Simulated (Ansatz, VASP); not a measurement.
# One calculation of TaSi5B2, two programs

```
Ta Si B
1.0
     2.11121    1.21891    6.88520
    -2.11121    1.21891    6.88520
     0.00000   -2.43781    6.88520
Ta Si B
1 5 2
Direct
  0.00000 0.00000 0.00000
  0.38804 0.38804 0.38804
  0.86736 0.86736 0.86736
  0.13264 0.13264 0.13264
  0.61196 0.61196 0.61196
  0.50000 0.50000 0.50000
  0.71011 0.71011 0.71011
  0.28989 0.28989 0.28989
```

Change from the starting cell: species swapped into the Tb2Mg5Ag type (R-3m, No. 166).

Alike in both runs: functional PBE; k mesh 4 × 4 × 4; occupations gaussian, width 0.2 eV; no spin polarisation.

Ansatz relaxed the structure, and its values are those at the end. VASP's run is a single point on that final structure, the one shown.

|  | VASP | Ansatz |
| --- | --- | --- |
| version | VASP 6.6.1 | Ansatz 0.2.0 |
| potentials or method | VASP PAW PBE potentials, release 64 (Ta_pv, Si, B), cutoff 500 eV | scalar-relativistic, plane waves, PAW |
| valence electrons in the cell | 37 | 39 |

|  | VASP | Ansatz | Ansatz less VASP |
| --- | --- | --- | --- |
| gap on the k mesh at the Fermi level (eV) | none | none | - |
| pressure (GPa) | -0.5 | -0.5 | -0.01 |
| rms of the force components (eV/Å) | 0.017 | 0.018 | +0.0012 |

A gap of «none» marks a metal or a gap that the smearing closes. With one functional, cell and mesh, what is left measures potentials, basis and numerics. VASP's potentials hold 37 valence electrons a cell and Ansatz's 39, so a difference there can come from the potentials and not from the codes.

The k mesh is coarse, so the values compare programs but aren't converged. Neither program's run includes spin-orbit coupling.
